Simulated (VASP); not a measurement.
AlIr, 2 atoms in the cell. Symmetry: P4mm, No. 99, tetragonal system. The conventional cell has a = 2.995 Å, b = 2.995 Å, c = 2.995 Å, α = 90.00°, β = 90.00°, γ = 90.00°. Al (site symmetry 4mm) has 8 Ir at 2.55 to 2.64 Å and 6 Al at 2.99 Å within 3.4 Å. Within 3.4 Å of Ir (site symmetry 4mm) lie 8 Al at 2.55 to 2.64 Å and 6 Ir at 2.99 Å.  This cell differs from its parent crystal: all Ir atoms moved +0.075 Å, as atom 2 along Cartesian [0 0 1].

```yaml
Program: VASP 6.6.1
Task: single point
Functional: PBEsol
Potentials_or_basis: VASP PAW PBE potentials, release 64 (Al, Ir)
Cutoff: 520 eV
k_mesh: 16 × 16 × 16
Occupations: gaussian, width 0.15 eV
Spin: no spin polarisation
Dipole_correction: no
Further_INCAR_settings: ALGO = Normal; EDIFF = 1e-06; NBANDS = 13
```

Potentials or basis: VASP PAW PBE potentials, release 64 (Al, Ir).

Launch:

```console
$ cat potpaw_PBE.64/Al/POTCAR potpaw_PBE.64/Ir/POTCAR > POTCAR
$ mpirun -np 1 vasp_std > vasp.out
```

Hardware: 1 thread of Intel(R) Xeon(R) Platinum 8488C (Sapphire Rapids), on a shared host.

Question: Estimate the wall time of this run.

Answer: Wall time 66 s on 1 thread of Intel(R) Xeon(R) Platinum 8488C (Sapphire Rapids) (shared host), peak memory 0.26 GiB. Counts: scf iterations 11, k points 405.
